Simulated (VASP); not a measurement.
Write the native input for VASP 6.6.1 that does the following.

```yaml
Task: single point
Functional: PBE
Potentials_or_basis: VASP PAW PBE potentials, release 64 (Hf_pv, O)
Cutoff: 520 eV
k_mesh: 7 × 7 × 11
Occupations: fermi-dirac, width 0.1 eV
Spin: no spin polarisation
Dipole_correction: no
Further_INCAR_settings: ALGO = Normal; EDIFF = 1e-07; NBANDS = 31
```

The structure of HfO2 (rutile type) lies in POSCAR:

```
HfO2
1.0
    4.8803836660      0.0000000000      0.0000000000
    0.0000000000      4.8803836660      0.0000000000
    0.0000000000      0.0000000000      3.2375948422
Hf O
2 4
Direct
    0.0000000000      0.0000000000      0.0000000000
    0.5000000000      0.5000000000      0.5000000000
    0.3051892464      0.3051892464      0.0000000000
    0.6948107536      0.6948107536      0.0000000000
    0.8051892464      0.1948107536      0.5000000000
    0.1948107536      0.8051892464      0.5000000000
```

One way to write it, as run:

INCAR

```
PREC = Accurate
ENCUT = 520
EDIFF = 1E-7
ISMEAR = -1
SIGMA = 0.1
LREAL = F
LASPH = T
NELM = 60
ALGO = Normal
ISIF = 2
LWAVE = F
LCHARG = T
GGA = PE
LELF = T
LVHAR = T
NBANDS = 31
```

KPOINTS

```
Automatic mesh
0
Gamma
  7 7 11
```

Potentials or basis: VASP PAW PBE potentials, release 64 (Hf_pv, O).

Launch:

```sh
$ cat potpaw_PBE.64/Hf_pv/POTCAR potpaw_PBE.64/O/POTCAR > POTCAR
$ mpirun -np 1 vasp_std > vasp.out
```

It gave:

| Item | Value |
| --- | --- |
| Pressure | -2.7 GPa |
| Largest force | 0.050 eV/Å |
| Band gap on the k mesh | 3.84 eV |

Caveat: spin-orbit coupling is left out, which moves the levels of the heavy elements; an odd mesh through Γ misses points on the zone boundary, where band edges can lie.

Run time: 46 s on 1 thread of Intel(R) Xeon(R) 6975P-C (Granite Rapids) (shared host), peak memory 0.25 GiB.
